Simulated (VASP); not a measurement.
# Si in VASP: relaxation of the atoms with PBEsol

Aim: the relaxation of the atoms of Si with PBEsol.

Everything below comes from runs of VASP 6.6.1. Logs are shortened: lines on timing, memory, paths and dates and some standing lists are left out, and cuts for length are marked.

## (1) The cell of the first run

The cell holds a slab with vacuum, 6 atoms: a = 4.695 Å, b = 3.834 Å, c = 20.286 Å, α = 90.00°, β = 90.00°, γ = 65.91°.

## (2) Relaxation of the atoms, PBEsol

File INCAR:

```
SYSTEM = Si
PREC = Accurate
ENCUT = 450
EDIFF = 1E-7
ISMEAR = -1
SIGMA = 0.05
LREAL = .FALSE.
LASPH = .TRUE.
NELM = 120
ALGO = Normal
ISIF = 2
LWAVE = .FALSE.
LCHARG = .FALSE.
LDIPOL = .TRUE.
IDIPOL = 3
DIPOL = 0.5 0.5 0.500
GGA = PS
IBRION = 2
NSW = 60
EDIFFG = -0.01
GGA_COMPAT = .FALSE.
NELMIN = 4
NELMDL = -8
```

File KPOINTS:

```
Automatic mesh
0
G
  10 10 1
  0 0 0
```

File POSCAR:

```
Si
1.0
    4.6952399906      0.0000000000      0.0000000000
    1.5650799969      3.4996252632      0.0000000000
    0.0000000000      0.0000000000     20.2861000000
Si
6
Direct
    0.0000000000      0.7500000000      0.3943575134
    0.4000000000      0.0500000000      0.4366145081
    0.8000000000      0.3500000000      0.4788715027
    0.2000000000      0.6500000000      0.5211284973
    0.6000000000      0.9500000000      0.5633854919
    0.0000000000      0.2500000000      0.6056424866
```

Potentials or basis: VASP PAW PBE potentials, release 64 (Si).

Launch:

```bash
cat potpaw_PBE.64/Si/POTCAR > POTCAR
mpirun -np 1 vasp_std > vasp.out
```

OUTCAR:

```text
SYSTEM = Si
   PREC = Accurate
   ENCUT = 450
   EDIFF = 1E-7
   ISMEAR = -1
   LREAL = .FALSE.
   LASPH = .TRUE.
   NELM = 120
   ISIF = 2
   GGA = PS
   IBRION = 2
   NSW = 60
   EDIFFG = -0.01
   NELMIN = 4
   NELMDL = -8

 ion  position               nearest neighbor table
   1  0.000  0.750  0.394-   2 2.71   2 2.71   2 2.71   4 2.71   3 2.71   3 2.71
   2  0.400  0.050  0.437-   5 2.71   4 2.71   4 2.71   3 2.71   3 2.71   3 2.71   1 2.71   1 2.71
                             1 2.71
   3  0.800  0.350  0.479-   5 2.71   5 2.71   4 2.71   2 2.71   4 2.71   2 2.71   4 2.71   2 2.71
                             6 2.71   1 2.71   1 2.71
   4  0.200  0.650  0.521-   2 2.71   2 2.71   3 2.71   5 2.71   3 2.71   5 2.71   3 2.71   5 2.71
                             1 2.71   6 2.71   6 2.71
   5  0.600  0.950  0.563-   2 2.71   3 2.71   3 2.71   4 2.71   4 2.71   4 2.71   6 2.71   6 2.71
                             6 2.71
   6  0.000  0.250  0.606-   5 2.71   5 2.71   5 2.71   3 2.71   4 2.71   4 2.71

  LATTYP: Found a base centered orthorhombic cell.
 ALAT       =     3.8336473990
 B/A-ratio  =     2.2360679775
 C/A-ratio  =     5.2915925459

  Lattice vectors:

 A1 = (  -4.6952399906,   0.0000000000,   0.0000000000)
 A2 = (   3.1301599937,  -3.4996252632,   0.0000000000)
 A3 = (   0.0000000000,   0.0000000000,  20.2861000000)

Analysis of symmetry for initial positions (statically):
=====================================================================
 Subroutine PRICEL returns:
 Original cell was already a primitive cell.

 Routine SETGRP: Setting up the symmetry group for a
 base centered orthorhombic supercell.

 Subroutine GETGRP returns: Found  4 space group operations
 (whereof  2 operations were pure point group operations)
 out of a pool of  8 trial point group operations.

The static configuration has the point symmetry S_2 .
 The point group associated with its full space group is C_2h.

Analysis of symmetry for dynamics (positions and initial velocities):
=====================================================================
 Subroutine PRICEL returns:
 Original cell was already a primitive cell.

 Routine SETGRP: Setting up the symmetry group for a
 base centered orthorhombic supercell.

 Subroutine GETGRP returns: Found  4 space group operations
 (whereof  2 operations were pure point group operations)
 out of a pool of  8 trial point group operations.

The dynamic configuration has the point symmetry S_2 .
 The point group associated with its full space group is C_2h.

 Subroutine INISYM returns: Found  4 space group operations
 (whereof  2 operations are pure point group operations),
 and found     1 'primitive' translations

----------------------------------------------------------------------------------------

                                     Primitive cell

  volume of cell :     333.3327

  direct lattice vectors                    reciprocal lattice vectors
     4.695239991  0.000000000  0.000000000     0.212981658 -0.095248293  0.000000000
     1.565079997  3.499625263  0.000000000     0.000000000  0.285744880  0.000000000
     0.000000000  0.000000000 20.286100000     0.000000000  0.000000000  0.049294837

  length of vectors
     4.695239991  3.833647399 20.286100000     0.233309717  0.285744880  0.049294837

  position of ions in fractional coordinates (direct lattice)
     1.000000000  0.750000000  0.394357513
     0.400000000  0.050000000  0.436614508
     0.800000000  0.350000000  0.478871503
     0.200000000  0.650000000  0.521128497
     0.600000000  0.950000000  0.563385492
     1.000000000  0.250000000  0.605642487

  ion indices of the primitive-cell ions
   primitive index   ion index
                 1           1
                 2           2
                 3           3
                 4           4
                 5           5
                 6           6

----------------------------------------------------------------------------------------

 KPOINTS: Automatic mesh

Automatic generation of k-mesh.
 Grid dimensions read from file:
 generate k-points for:   10   10    1

 Generating k-lattice:

  Cartesian coordinates                     Fractional coordinates (reciprocal lattice)
     0.021298166 -0.009524829  0.000000000     0.100000000  0.000000000  0.000000000
     0.000000000  0.028574488  0.000000000     0.000000000  0.100000000  0.000000000
     0.000000000  0.000000000  0.049294837     0.000000000  0.000000000  1.000000000

  Length of vectors
     0.023330972  0.028574488  0.049294837

  Shift w.r.t. Gamma in fractional coordinates (k-lattice)
     0.000000000  0.000000000  0.000000000

 Subroutine IBZKPT returns following result:
 ===========================================

 Found     31 irreducible k-points:

 Following reciprocal coordinates:
            Coordinates               Weight
  0.000000  0.000000  0.000000      1.000000
  0.100000 -0.000000  0.000000      2.000000
  0.200000 -0.000000  0.000000      2.000000
  0.300000 -0.000000  0.000000      2.000000
  0.400000  0.000000  0.000000      2.000000
  0.500000  0.000000  0.000000      1.000000
[... 16 lines left out ...]
  0.000000  0.400000  0.000000      4.000000
  0.100000  0.400000  0.000000      4.000000
 [... further k-points ...]
   k-points           NKPTS =     31   k-points in BZ     NKDIM =     31   number of bands    NBANDS=     16
   number of dos      NEDOS =    301   number of ions     NIONS =      6
   total plane-waves  NPLWV = 125440
   dimension x,y,z NGX =    32 NGY =   28 NGZ =  140
   dimension x,y,z NGXF=    64 NGYF=   56 NGZF=  280
   ions per type =               6
   NGX,Y,Z   is equivalent  to a cutoff of  11.33, 12.14, 11.47 a.u.
   NGXF,Y,Z  is equivalent  to a cutoff of  22.66, 24.28, 22.95 a.u.
 SYSTEM =  Si
   PREC   = accura    normal or accurate (medium, high low for compatibility)
   ISTART =      0    job   : 0-new  1-cont  2-samecut
   ICHARG =      2    charge: 1-file 2-atom 10-const
   ISPIN  =      1    spin polarized calculation?
   LNONCOLLINEAR =      F non collinear calculations
   LSORBIT =      F    spin-orbit coupling
   LASPH  =      T    aspherical Exc in radial PAW
   ENCUT  =  450.0 eV  33.07 Ry    5.75 a.u.   8.12  6.63 35.09*2*pi/ulx,y,z
   NELM   =    120;   NELMIN=  4; NELMDL= -8     # of ELM steps
   EDIFF  = 0.1E-06   stopping-criterion for ELM
   LREAL  =      F    real-space projection
   EDIFFG = -.1E-01   stopping-criterion for IOM
   NSW    =     60    number of steps for IOM
   IBRION =      2    ionic relax: 0-MD 1-quasi-New 2-CG
   NFREE  =      1    steps in history (QN), initial steepest desc. (CG)
   ISIF   =      2    stress and relaxation
   ISYM   =      2    0-nonsym 1-usesym 2-fastsym
   POTIM  = 0.5000    time-step for ionic-motion
   TEBEG  =    0.0;   TEEND  =   0.0 temperature during run
   PSTRESS=    0.0 pullay stress
   NELECT =      24.0000    total number of electrons
   NUPDOWN=      -1.0000    fix difference up-down
   EMIN   =  10.00;   EMAX   =-10.00  energy-range for DOS
   EFERMI =   0.00;   METHOD = LEGACY
   ISMEAR =    -1;   SIGMA  =   0.05  broadening in eV -4-tet -1-fermi 0-gaus
   EFERMI_NEDOS =   21; number of points for ismear=-14 and -15
   IALGO  =     38    algorithm
   IMIX   =      4    mixing-type and parameters
     AMIX     =   0.40;   BMIX     =  1.00
     AMIX_MAG =   1.60;   BMIX_MAG =  1.00
  volume/ion in A,a.u.               =      55.56       374.91
  Fermi-wavevector in a.u.,A,eV,Ry     =   0.681061  1.287018  6.310980  0.463844
  Thomas-Fermi vector in A             =   1.759733
   LORBIT       =      0    0 simple, 1 ext, 2 COOP (PROOUT), +10 PAW based schemes
   GGA     = PS    functional components
   LHFCALC =     F    Hartree Fock is set to
   AEXX    =    0.0000 exact exchange contribution
   IVDW    =     0    specifies the selected vdW correction
   LEPSILON=     F    determine dielectric tensor
   LRPA    =     F    only Hartree local field effects (RPA)
 conjugate gradient relaxation of ions
 non-spin polarized calculation
  energy-cutoff  :      450.00
  volume of cell :      333.33
 maximum number of plane-waves:      7272
   NGX = 17   NGY = 13   NGZ = 71

--------------------------------------- Ionic step        1  -------------------------------------------

 number of electron      24.0000000 magnetization

 Free energy of the ion-electron system (eV)
  ---------------------------------------------------
  ext. energy  EPLUGINS =         0.00000000
  ---------------------------------------------------
  free energy    TOTEN  =       -30.29700677 eV

  energy without entropy =      -30.26448504  energy(sigma->0) =      -30.28074590

------------------------ aborting loop because EDIFF is reached ----------------------------------------

  FORCE on cell =-STRESS in cart. coord.  units (eV):
  Direction    XX          YY          ZZ          XY          YZ          ZX
  --------------------------------------------------------------------------------------
  -------------------------------------------------------------------------------------
  Total       -3.3435398     -4.5645027     -4.8908852     -0.6825390      0.5836532     -1.3050883
  in kB      -16.0708624    -21.9394708    -23.5082417     -3.2806518      2.8053533     -6.2729610
  external PRESSURE =     -20.5061916 kB  Pullay stress =       0.0000000 kB
[... 101 lines left out ...]
  FREE ENERGIE OF THE ION-ELECTRON SYSTEM (eV)
  ---------------------------------------------------
  free  energy   TOTEN  =       -30.7804609872 eV

  energy  without entropy=      -30.7582445669  energy(sigma->0) =      -30.76935278

[... ionic steps 4 to 21 ...]

--------------------------------------- Ionic step       22  -------------------------------------------

 number of electron      24.0000001 magnetization

 dipolmoment           0.000000      0.000000     -0.000000 electrons x Angstroem

------------------------ aborting loop because EDIFF is reached ----------------------------------------

  FORCE on cell =-STRESS in cart. coord.  units (eV):
  Direction    XX          YY          ZZ          XY          YZ          ZX
  --------------------------------------------------------------------------------------
  -------------------------------------------------------------------------------------
  Total        0.2794844      0.5791425      0.0431745      0.1675139      0.0205007     -0.0458410
  in kB        1.3433535      2.7836722      0.2075198      0.8051626      0.0985374     -0.2203367
  external PRESSURE =       1.4448485 kB  Pullay stress =       0.0000000 kB
[... 65 lines left out ...]
  energy  without entropy=      -31.1314721698  energy(sigma->0) =      -31.13915805

--------------------------------------- Ionic step       24  -------------------------------------------

 number of electron      24.0000001 magnetization

 dipolmoment           0.000000      0.000000      0.000000 electrons x Angstroem

 Free energy of the ion-electron system (eV)
  ---------------------------------------------------
  ext. energy  EPLUGINS =         0.00000000
  ---------------------------------------------------
  free energy    TOTEN  =       -31.14691929 eV

  energy without entropy =      -31.13157588  energy(sigma->0) =      -31.13924758

 E-fermi :  -0.6900     XC(G=0):  -3.7555

 val. band max:       -0.7073997782   @ k =   0.4000   0.1000   0.0000
 cond. band min:      -0.6588721939   @ k =   0.1000  -0.0000   0.0000
 fundamental gap:      0.0485275843
 Fermi energy:        -0.6899764449

 k-point     1 :       0.0000    0.0000    0.0000
  band No.  band energies     occupation
      1     -14.5301      2.00000
      2     -11.6031      2.00000
      3      -6.9408      2.00000
      4      -6.8467      2.00000
      5      -6.7837      2.00000
      6      -4.1287      2.00000
[... 8 lines left out ...]
     15      -0.1148      0.00002
     16       0.6682      0.00000
[... 420 lines left out ...]
  band No.  band energies     occupation
      1     -12.8967      2.00000
      2     -10.2052      2.00000
      3      -9.6325      2.00000
      4      -8.3098      2.00000
      5      -7.0589      2.00000
      6      -6.5254      2.00000
[... 8 lines left out ...]
     15       1.3603      0.00000
     16       2.4611      0.00000

 [... further k-points ...]

------------------------ aborting loop because EDIFF is reached ----------------------------------------

 vacuum level on the upper side and lower side of the slab       (xc-potential included)        -0.013        -0.013

  FORCE on cell =-STRESS in cart. coord.  units (eV):
  Direction    XX          YY          ZZ          XY          YZ          ZX
  --------------------------------------------------------------------------------------
  -------------------------------------------------------------------------------------
  Total        0.2741185      0.5658660     -0.0396156      0.1630918      0.0158203     -0.0353754
  in kB        1.3175619      2.7198582     -0.1904142      0.7839074      0.0760411     -0.1700333
  external PRESSURE =       1.2823353 kB  Pullay stress =       0.0000000 kB

 VOLUME and BASIS-vectors are now :
 -----------------------------------------------------------------------------
  energy-cutoff  :      450.00
  volume of cell :      333.33
      direct lattice vectors                 reciprocal lattice vectors
     4.695239991  0.000000000  0.000000000     0.212981658 -0.095248293  0.000000000
     1.565079997  3.499625263  0.000000000     0.000000000  0.285744880  0.000000000
     0.000000000  0.000000000 20.286100000     0.000000000  0.000000000  0.049294837
[... 12 lines left out ...]
  FREE ENERGIE OF THE ION-ELECTRON SYSTEM (eV)
  ---------------------------------------------------
  free  energy   TOTEN  =       -31.1469192876 eV

  energy  without entropy=      -31.1315758807  energy(sigma->0) =      -31.13924758

 reached required accuracy - stopping structural energy minimisation

 vacuum level on the upper side and lower side of the slab         3.777         3.777
```

It took 39 min on 1 thread of Oxide Virtual Turin-like, shared host; peak memory 0.37 GiB.

What came out:

* Free energy: -31.1469 eV
* Energy gained by relaxing: 141.7 meV/atom
* Ionic steps: 24
* Largest force after relaxing: 0.009 eV/Å
* Band gap on the k mesh: zero (bands 12 and 13 overlap by 1.58 eV)

Forces in eV/Å, atoms in the order of the input:
```
Si   0.004 -0.002  0.008
Si   0.005 -0.002  0.002
Si   0.005 -0.002 -0.003
Si  -0.005  0.002  0.003
Si  -0.005  0.002 -0.002
Si  -0.004  0.002 -0.008
```

The path:
```tsv
step	energy change (eV)	largest force (eV/Å)	pressure (GPa)
1	0.0000	1.2899	-2.05
2	-0.1606	1.1723	-1.75
3	-0.4835	0.5112	-0.66
4	-0.4920	0.8333	-0.11
5	-0.4993	0.6800	-0.35
6	-0.5958	0.3666	-0.14
7	-0.6247	0.2792	0.06
8	-0.6253	0.3016	0.10
9	-0.6519	0.2471	-0.01
10	-0.6723	0.4203	-0.19
11	-0.6881	0.3985	-0.18
12	-0.7290	0.3284	-0.12
13	-0.7788	0.3370	0.05
14	-0.7151	1.0203	0.51
15	-0.7861	0.4319	0.13
16	-0.8209	0.2731	0.13
17	-0.8347	0.2746	0.15
18	-0.8471	0.0897	0.12
19	-0.8474	0.0904	0.12
20	-0.8493	0.0330	0.16
21	-0.8494	0.0375	0.17
22	-0.8498	0.0157	0.14
23	-0.8498	0.0148	0.13
24	-0.8499	0.0091	0.13
```

Final structure:
```
CELL_PARAMETERS angstrom
4.69524 0.00000 0.00000
1.56508 3.49963 0.00000
0.00000 0.00000 20.28610
ATOMIC_POSITIONS crystal
Si 0.11264 0.69368 0.41184
Si 0.48615 0.00693 0.43717
Si 0.82853 0.33573 0.46826
Si 0.17147 0.66427 0.53174
Si 0.51385 0.99307 0.56283
Si 0.88736 0.30632 0.58816
```

Levels at points of the mesh, in eV from the Fermi level:
```tsv
k point	band 9	band 10	band 11	band 12	band 13	band 14	band 15	band 16
(0.00, 0.00, 0.00)	-2.68	-1.96	-1.76	-1.25	-0.69	-0.33	0.58	1.36
(0.50, 0.00, 0.00)	-2.28	-0.62	-0.38	0.89	2.31	2.45	2.50	2.73
(0.00, 0.50, 0.00)	-3.34	-2.83	-0.81	0.23	0.32	1.23	1.61	2.49
```

Caveat: the PAW data sets were made with another functional, which shifts forces and pressure a little.

The gap in the log of VASP goes by the Fermi energy; the results here count the filled bands.